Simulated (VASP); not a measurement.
# KBr (F-43m) in VASP: a series of runs

KBr is run at these levels: PBE, r2SCAN, HSE06; tasks: single point.

Program: VASP 6.6.1. These are calculated values, not measurements. Logs are shortened: lines on timing, memory, paths and dates and some standing lists are left out, and cuts for length are marked.

### Step 1. The cell of the first run

The structure is cubic, space group F-43m (No. 216). The conventional cell has a = 7.404 Å, b = 7.404 Å, c = 7.404 Å, α = 90.00°, β = 90.00°, γ = 90.00°. K (site symmetry -43m) has 4 Br at 3.21 Å within 4.2 Å. Within 4.2 Å of Br (site symmetry -43m) lie 4 K at 3.21 Å.

### Step 2. Single point, PBE (strain +0.4%)

INCAR reads:

```
PREC = Accurate ; ENCUT = 520
EDIFF = 1E-6 ; ISMEAR = -1
SIGMA = 0.02 ; LREAL = F
LASPH = T ; NELM = 60
ALGO = Normal ; ISIF = 2
LWAVE = F ; LCHARG = F
GGA = PE ; NBANDS = 15
```

KPOINTS reads:

```
Automatic mesh
0
Gamma
  6 6 6
```

POSCAR reads:

```
KBr
1.0
    0.0000000000      3.7019459889      3.7019459889
    3.7019459889      0.0000000000      3.7019459889
    3.7019459889      3.7019459889      0.0000000000
K Br
1 1
Direct
    0.0000000000      0.0000000000      0.0000000000
    0.2500000000      0.2500000000      0.2500000000
```

Potentials or basis: VASP PAW PBE potentials, release 64 (K_sv, Br).

Started as:

```bash
cat potpaw_PBE.64/K_sv/POTCAR potpaw_PBE.64/Br/POTCAR > POTCAR
mpirun -np 1 vasp_std > vasp.out
```

OUTCAR:

```text
PREC = Accurate
   ENCUT = 520
   EDIFF = 1E-6
   ISMEAR = -1
   LREAL = F
   LASPH = T
   NELM = 60
   ISIF = 2
   GGA = PE

 ion  position               nearest neighbor table
   1  0.000  0.000  0.000-   2 3.21   2 3.21   2 3.21   2 3.21
   2  0.250  0.250  0.250-   1 3.21   1 3.21   1 3.21   1 3.21

  LATTYP: Found a face centered cubic cell.
 ALAT       =     7.4038919778

  Lattice vectors:

 A1 = (   0.0000000000,   3.7019459889,   3.7019459889)
 A2 = (   3.7019459889,   0.0000000000,   3.7019459889)
 A3 = (   3.7019459889,   3.7019459889,   0.0000000000)

Analysis of symmetry for initial positions (statically):
=====================================================================
 Subroutine PRICEL returns:
 Original cell was already a primitive cell.

 Routine SETGRP: Setting up the symmetry group for a
 face centered cubic supercell.

 Subroutine GETGRP returns: Found 24 space group operations
 (whereof 24 operations were pure point group operations)
 out of a pool of 48 trial point group operations.

The static configuration has the point symmetry T_d .

Analysis of symmetry for dynamics (positions and initial velocities):
=====================================================================
 Subroutine PRICEL returns:
 Original cell was already a primitive cell.

 Routine SETGRP: Setting up the symmetry group for a
 face centered cubic supercell.

 Subroutine GETGRP returns: Found 24 space group operations
 (whereof 24 operations were pure point group operations)
 out of a pool of 48 trial point group operations.

The dynamic configuration has the point symmetry T_d .

 Subroutine INISYM returns: Found 24 space group operations
 (whereof 24 operations are pure point group operations),
 and found     1 'primitive' translations

----------------------------------------------------------------------------------------

                                     Primitive cell

  volume of cell :     101.4659

  direct lattice vectors                    reciprocal lattice vectors
     0.000000000  3.701945989  3.701945989    -0.135064099  0.135064099  0.135064099
     3.701945989  0.000000000  3.701945989     0.135064099 -0.135064099  0.135064099
     3.701945989  3.701945989  0.000000000     0.135064099  0.135064099 -0.135064099

  length of vectors
     5.235342225  5.235342225  5.235342225     0.233937882  0.233937882  0.233937882

  position of ions in fractional coordinates (direct lattice)
     0.000000000  0.000000000  0.000000000
     0.250000000  0.250000000  0.250000000

  ion indices of the primitive-cell ions
   primitive index   ion index
                 1           1
                 2           2

----------------------------------------------------------------------------------------

 KPOINTS: Automatic mesh

Automatic generation of k-mesh.
 Grid dimensions read from file:
 generate k-points for:    6    6    6

 Generating k-lattice:

  Cartesian coordinates                     Fractional coordinates (reciprocal lattice)
    -0.022510683  0.022510683  0.022510683     0.166666667  0.000000000  0.000000000
     0.022510683 -0.022510683  0.022510683     0.000000000  0.166666667  0.000000000
     0.022510683  0.022510683 -0.022510683     0.000000000  0.000000000  0.166666667

  Length of vectors
     0.038989647  0.038989647  0.038989647

  Shift w.r.t. Gamma in fractional coordinates (k-lattice)
     0.000000000  0.000000000  0.000000000

 Subroutine IBZKPT returns following result:
 ===========================================

 Found     16 irreducible k-points:

 Following reciprocal coordinates:
            Coordinates               Weight
  0.000000  0.000000  0.000000      1.000000
  0.166667  0.000000  0.000000      8.000000
  0.333333  0.000000  0.000000      8.000000
  0.500000  0.000000  0.000000      4.000000
  0.166667  0.166667  0.000000      6.000000
  0.333333  0.166667  0.000000     24.000000
[... 8 lines left out ...]
 -0.333333  0.333333  0.166667     24.000000
 -0.333333  0.500000  0.166667     12.000000
   k-points           NKPTS =     16   k-points in BZ     NKDIM =     16   number of bands    NBANDS=     15
   number of dos      NEDOS =    301   number of ions     NIONS =      2
   total plane-waves  NPLWV =  64000
   dimension x,y,z NGX =    40 NGY =   40 NGZ =   40
   dimension x,y,z NGXF=    80 NGYF=   80 NGZF=   80
   ions per type =               1   1
   NGX,Y,Z   is equivalent  to a cutoff of  12.70, 12.70, 12.70 a.u.
   NGXF,Y,Z  is equivalent  to a cutoff of  25.40, 25.40, 25.40 a.u.
 SYSTEM =  unknown system
   PREC   = accura    normal or accurate (medium, high low for compatibility)
   ISTART =      0    job   : 0-new  1-cont  2-samecut
   ICHARG =      2    charge: 1-file 2-atom 10-const
   ISPIN  =      1    spin polarized calculation?
   LNONCOLLINEAR =      F non collinear calculations
   LSORBIT =      F    spin-orbit coupling
   LASPH  =      T    aspherical Exc in radial PAW
   ENCUT  =  520.0 eV  38.22 Ry    6.18 a.u.   9.73  9.73  9.73*2*pi/ulx,y,z
   NELM   =     60;   NELMIN=  2; NELMDL= -5     # of ELM steps
   EDIFF  = 0.1E-05   stopping-criterion for ELM
   LREAL  =      F    real-space projection
   EDIFFG = 0.1E-04   stopping-criterion for IOM
   NSW    =      0    number of steps for IOM
   IBRION =     -1    ionic relax: 0-MD 1-quasi-New 2-CG
   NFREE  =      0    steps in history (QN), initial steepest desc. (CG)
   ISIF   =      2    stress and relaxation
   ISYM   =      2    0-nonsym 1-usesym 2-fastsym
   POTIM  = 0.5000    time-step for ionic-motion
   TEBEG  =    0.0;   TEEND  =   0.0 temperature during run
   PSTRESS=    0.0 pullay stress
   NELECT =      16.0000    total number of electrons
   NUPDOWN=      -1.0000    fix difference up-down
   EMIN   =  10.00;   EMAX   =-10.00  energy-range for DOS
   EFERMI =   0.00;   METHOD = LEGACY
   ISMEAR =    -1;   SIGMA  =   0.02  broadening in eV -4-tet -1-fermi 0-gaus
   EFERMI_NEDOS =   21; number of points for ismear=-14 and -15
   IALGO  =     38    algorithm
   IMIX   =      4    mixing-type and parameters
     AMIX     =   0.40;   BMIX     =  1.00
     AMIX_MAG =   1.60;   BMIX_MAG =  1.00
  volume/ion in A,a.u.               =      50.73       342.36
  Fermi-wavevector in a.u.,A,eV,Ry     =   0.884453  1.671374 10.643254  0.782257
  Thomas-Fermi vector in A             =   2.005355
   LORBIT       =      0    0 simple, 1 ext, 2 COOP (PROOUT), +10 PAW based schemes
   GGA     = PE    functional components
   LHFCALC =     F    Hartree Fock is set to
   AEXX    =    0.0000 exact exchange contribution
   IVDW    =     0    specifies the selected vdW correction
   LEPSILON=     F    determine dielectric tensor
   LRPA    =     F    only Hartree local field effects (RPA)
 non-spin polarized calculation
  energy-cutoff  :      520.00
  volume of cell :      101.47
 maximum number of plane-waves:      2764
   NGX = 19   NGY = 19   NGZ = 19

 number of electron      15.9999998 magnetization

 Free energy of the ion-electron system (eV)
  ---------------------------------------------------
  ext. energy  EPLUGINS =         0.00000000
  ---------------------------------------------------
  free energy    TOTEN  =        -6.03646555 eV

  energy without entropy =       -6.03646555  energy(sigma->0) =       -6.03646555

 E-fermi :  -2.5884     XC(G=0):  -5.9083

 val. band max:       -3.1560601543   @ k =  -0.3333   0.1667   0.0000
 cond. band min:       1.1056870402   @ k =   0.0000   0.0000   0.0000
 fundamental gap:      4.2617471945
 Fermi energy:        -2.5884078408

 k-point     1 :       0.0000    0.0000    0.0000
  band No.  band energies     occupation
      1     -30.9730      2.00000
      2     -15.0263      2.00000
      3     -14.4689      2.00000
      4     -14.4689      2.00000
      5     -14.4689      2.00000
      6      -3.1699      2.00000
      7      -3.1699      2.00000
      8      -3.1699      2.00000
      9       1.1057      0.00000
     10       5.4410      0.00000
     11       5.4410      0.00000
     12       6.4153      0.00000
     13       6.4153      0.00000
     14       6.4153      0.00000
     15       7.1108      0.00000

 k-point     2 :       0.1667    0.0000    0.0000
  band No.  band energies     occupation
      1     -30.9727      2.00000
      2     -15.0871      2.00000
      3     -14.4704      2.00000
      4     -14.4704      2.00000
      5     -14.4021      2.00000
      6      -3.2844      2.00000
      7      -3.1664      2.00000
      8      -3.1664      2.00000
      9       1.5305      0.00000
     10       5.1931      0.00000
     11       5.1931      0.00000
     12       6.0405      0.00000
     13       6.4138      0.00000
     14       6.8622      0.00000
     15       6.8622      0.00000

 k-point     3 :       0.3333    0.0000    0.0000
  band No.  band energies     occupation
      1     -30.9720      2.00000
      2     -15.1815      2.00000
      3     -14.4734      2.00000
      4     -14.4734      2.00000
      5     -14.2959      2.00000
      6      -3.4681      2.00000
      7      -3.1601      2.00000
      8      -3.1601      2.00000
      9       2.4878      0.00000
     10       4.7527      0.00000
     11       5.0299      0.00000
     12       5.0299      0.00000
     13       6.4105      0.00000
     14       6.6097      0.00000
     15       6.6097      0.00000

 k-point     4 :       0.5000    0.0000    0.0000
  band No.  band energies     occupation
      1     -30.9717      2.00000
      2     -15.2207      2.00000
      3     -14.4750      2.00000
      4     -14.4750      2.00000
      5     -14.2509      2.00000
      6      -3.5430      2.00000
      7      -3.1572      2.00000
      8      -3.1572      2.00000
      9       3.3407      0.00000
     10       3.7896      0.00000
     11       5.0288      0.00000
     12       5.0288      0.00000
     13       6.4101      0.00000
     14       6.4101      0.00000
     15       6.9364      0.00000
[... 163 lines left out ...]
 k-point    14 :       0.5000    0.3333    0.1667
  band No.  band energies     occupation
      1     -30.9716      2.00000
      2     -15.2305      2.00000
      3     -14.4851      2.00000
      4     -14.4783      2.00000
      5     -14.2265      2.00000
      6      -3.4666      2.00000
      7      -3.2519      2.00000
      8      -3.1676      2.00000
      9       3.0371      0.00000
     10       4.0428      0.00000
     11       4.9052      0.00000
     12       5.5242      0.00000
     13       6.5307      0.00000
     14       6.7468      0.00000
     15       7.0455      0.00000

 k-point    15 :      -0.3333    0.3333    0.1667
  band No.  band energies     occupation
      1     -30.9713      2.00000
      2     -15.2530      2.00000
      3     -14.4889      2.00000
      4     -14.4804      2.00000
      5     -14.1965      2.00000
      6      -3.4384      2.00000
      7      -3.3221      2.00000
      8      -3.1706      2.00000
      9       3.2909      0.00000
     10       3.9774      0.00000
     11       4.9279      0.00000
     12       5.5329      0.00000
     13       6.3742      0.00000
     14       6.7310      0.00000
     15       7.0868      0.00000

 k-point    16 :      -0.3333    0.5000    0.1667
  band No.  band energies     occupation
      1     -30.9712      2.00000
      2     -15.2640      2.00000
      3     -14.4880      2.00000
      4     -14.4836      2.00000
      5     -14.1821      2.00000
      6      -3.4881      2.00000
      7      -3.2779      2.00000
      8      -3.1807      2.00000
      9       3.0901      0.00000
     10       4.0175      0.00000
     11       5.6242      0.00000
     12       5.7386      0.00000
     13       6.1301      0.00000
     14       6.4262      0.00000
     15       7.0285      0.00000

------------------------ aborting loop because EDIFF is reached ----------------------------------------

  FORCE on cell =-STRESS in cart. coord.  units (eV):
  Direction    XX          YY          ZZ          XY          YZ          ZX
  --------------------------------------------------------------------------------------
  -------------------------------------------------------------------------------------
  Total        0.1039050      0.1039050      0.1039050     -0.0000000     -0.0000000      0.0000000
  in kB        1.6406914      1.6406914      1.6406914     -0.0000000     -0.0000000      0.0000000
  external PRESSURE =       1.6406914 kB  Pullay stress =       0.0000000 kB

 VOLUME and BASIS-vectors are now :
 -----------------------------------------------------------------------------
  energy-cutoff  :      520.00
  volume of cell :      101.47
      direct lattice vectors                 reciprocal lattice vectors
     0.000000000  3.701945989  3.701945989    -0.135064099  0.135064099  0.135064099
     3.701945989  0.000000000  3.701945989     0.135064099 -0.135064099  0.135064099
     3.701945989  3.701945989  0.000000000     0.135064099  0.135064099 -0.135064099

 POSITION                                       TOTAL-FORCE (eV/Angst)
 -----------------------------------------------------------------------------------
      0.00000      0.00000      0.00000        -0.000000      0.000000     -0.000000
      1.85097      1.85097      1.85097         0.000000     -0.000000      0.000000
 -----------------------------------------------------------------------------------
    total drift:                               -0.000000     -0.000000     -0.000000

  FREE ENERGIE OF THE ION-ELECTRON SYSTEM (eV)
  ---------------------------------------------------
  free  energy   TOTEN  =        -6.0364655454 eV

  energy  without entropy=       -6.0364655454  energy(sigma->0) =       -6.03646555
```

It took 10 s on 1 thread of Intel Xeon 6975P-C (Granite Rapids), shared host; peak memory 0.24 GiB.

What came out:

```yaml
Free_energy: -6.0365 eV
Pressure: 0.2 GPa
Band_gap_on_the_k_mesh: 4.26 eV, indirect (least direct gap 4.28 eV)
```

Caveat: the cell differs from its parent crystal (strain +0.4%). A k mesh can miss the band edges.

### Step 3. Single point, r2SCAN (strain +0.4%)

POSCAR is that of step 2.

INCAR.step1 reads:

```
SYSTEM = KBr
PREC     = Accurate       ! precision mode
ENCUT    = 520            ! plane-wave cutoff, eV
ISMEAR   = 0              ! smearing method
SIGMA    = 0.01           ! smearing width, eV
LREAL    = .False.        ! projectors in reciprocal space
LASPH    = .True.         ! aspherical terms in the spheres
NELM     = 80             ! most SCF steps
NBANDS   = 15             ! bands
GGA      = PE             ! functional
ALGO     = Normal         ! electronic algorithm
EDIFF    = 1E-4           ! SCF threshold, eV
LWAVE    = .True.         ! write WAVECAR
LCHARG   = .False.        ! write CHGCAR
```

INCAR.step2 reads:

```
SYSTEM = KBr
PREC     = Accurate       ! precision mode
ENCUT    = 520            ! plane-wave cutoff, eV
EDIFF    = 1E-7           ! SCF threshold, eV
ISMEAR   = 0              ! smearing method
SIGMA    = 0.01           ! smearing width, eV
LREAL    = .False.        ! projectors in reciprocal space
LASPH    = .True.         ! aspherical terms in the spheres
NELM     = 80             ! most SCF steps
ALGO     = Normal         ! electronic algorithm
ISIF     = 2              ! what is computed and relaxed
LWAVE    = .False.        ! write WAVECAR
LCHARG   = .False.        ! write CHGCAR
METAGGA  = R2SCAN         ! meta-GGA
LMIXTAU  = .True.       
NBANDS   = 15             ! bands
ISTART   = 1
```

KPOINTS reads:

```
Automatic mesh
0
Gamma
  6 6 6
  0 0 0
```

Potentials or basis: VASP PAW PBE potentials, release 64 (K_sv, Br).

Started as:

```bash
cat potpaw_PBE.64/K_sv/POTCAR potpaw_PBE.64/Br/POTCAR > POTCAR
cp INCAR.step1 INCAR
mpirun -np 1 vasp_std > vasp.out
cp INCAR.step2 INCAR
mpirun -np 1 vasp_std > vasp.out
```

Run time: 49 s. Hardware: 1 thread of Intel Xeon 6975P-C (Granite Rapids), shared host; peak memory 0.26 GiB.

Results (log left out):

```
Free energy            : -22.9672 eV
Pressure               : -0.1 GPa
Band gap on the k mesh : 4.83 eV, indirect (least direct gap 4.84 eV)
```

Levels at points of the mesh, in eV from the valence-band top:
```tsv
k point	band 6	band 7	band 8	band 9	band 10	band 11
(0.00, 0.00, 0.00)	-0.01	-0.01	-0.01	4.83	9.34	9.34
(0.50, 0.00, 0.00)	-0.37	0.00	0.00	7.15	7.45	8.87
(0.50, 0.50, 0.00)	-0.41	-0.02	-0.02	6.52	7.76	9.80
```

Caveat: the cell differs from its parent crystal (strain +0.4%); the PAW data sets were made with another functional, which shifts forces and pressure a little. A k mesh can miss the band edges.

(Continued in part 2 of 2.)
